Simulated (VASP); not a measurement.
Write the native input for VASP 6.6.1 that does the following.

```yaml
Task: single point
Functional: PBEsol
Potentials_or_basis: VASP PAW PBE potentials, release 64 (Sb)
Cutoff: 520 eV
k_mesh: 9 × 9 × 9
Occupations: fermi-dirac, width 0.05 eV
Spin: no spin polarisation
Dipole_correction: no
Further_INCAR_settings: ALGO = Normal; EDIFF = 1e-06; NBANDS = 8
```

The structure of Sb lies in POSCAR:

```
Sb
1.0
    3.1172920620      0.0000000000      0.0000000000
    0.0000000000      3.1172920620      0.0000000000
    0.0000000000      0.0000000000      3.1172920620
Sb
1
Direct
    0.0000000000      0.0000000000      0.0000000000
```

These files were run (other wordings do the same):

INCAR

```
PREC = Accurate ; ENCUT = 520
EDIFF = 1E-6 ; ISMEAR = -1
SIGMA = 0.05 ; LREAL = False
LASPH = True ; NELM = 80
ALGO = Normal ; ISIF = 2
LWAVE = False ; LCHARG = True
GGA = PS ; LELF = True
LVHAR = True ; NBANDS = 8
```

KPOINTS

```
regular mesh
0
Gamma
  9 9 9
```

Potentials or basis: VASP PAW PBE potentials, release 64 (Sb).

Run with:

```sh
$ cat potpaw_PBE.64/Sb/POTCAR > POTCAR
$ mpirun -np 1 vasp_std > vasp.out
```

It gave:

The pressure is -3.1 GPa.

Caveat: the PAW data sets were made with another functional, which shifts forces and pressure a little.

Run time: 5.7 s on 1 thread of Intel Xeon 8259CL, on a shared host, peak memory 0.13 GiB.
